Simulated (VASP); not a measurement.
Input of a VASP 6.6.1 run:

File INCAR:

```
SYSTEM = Rb
PREC     = Accurate       ! precision mode
ENCUT    = 520            ! plane-wave cutoff, eV
EDIFF    = 1E-7           ! SCF threshold, eV
ISMEAR   = 0              ! smearing method
SIGMA    = 0.1            ! smearing width, eV
LREAL    = .False.        ! projectors in reciprocal space
LASPH    = .True.         ! aspherical terms in the spheres
NELM     = 80             ! most SCF steps
ALGO     = Fast           ! electronic algorithm
ISIF     = 2              ! what is computed and relaxed
LWAVE    = .False.        ! write WAVECAR
LCHARG   = .False.        ! write CHGCAR
GGA      = PE             ! functional
NBANDS   = 10             ! bands
```

File KPOINTS:

```
regular mesh
0
Gamma
  10 10 10
  0 0 0
```

POSCAR

```
Rb
1.0
   -2.8350127392      2.8350127392      2.8350127392
    2.8350127392     -2.8350127392      2.8350127392
    2.8350127392      2.8350127392     -2.8350127392
Rb
1
Direct
    0.0000000000      0.0000000000      0.0000000000
```

Potentials or basis: VASP PAW PBE potentials, release 64 (Rb_sv).

The run is started by

```bash
$ cat potpaw_PBE.64/Rb_sv/POTCAR > POTCAR
$ mpirun -np 1 vasp_std > vasp.out
```

Problem. What does it give for the band gap on the k mesh?

Solution. Zero (an odd number of electrons rules out a gap without spin polarisation).

Problem. Estimate the pressure.

Solution. 0.0 GPa.
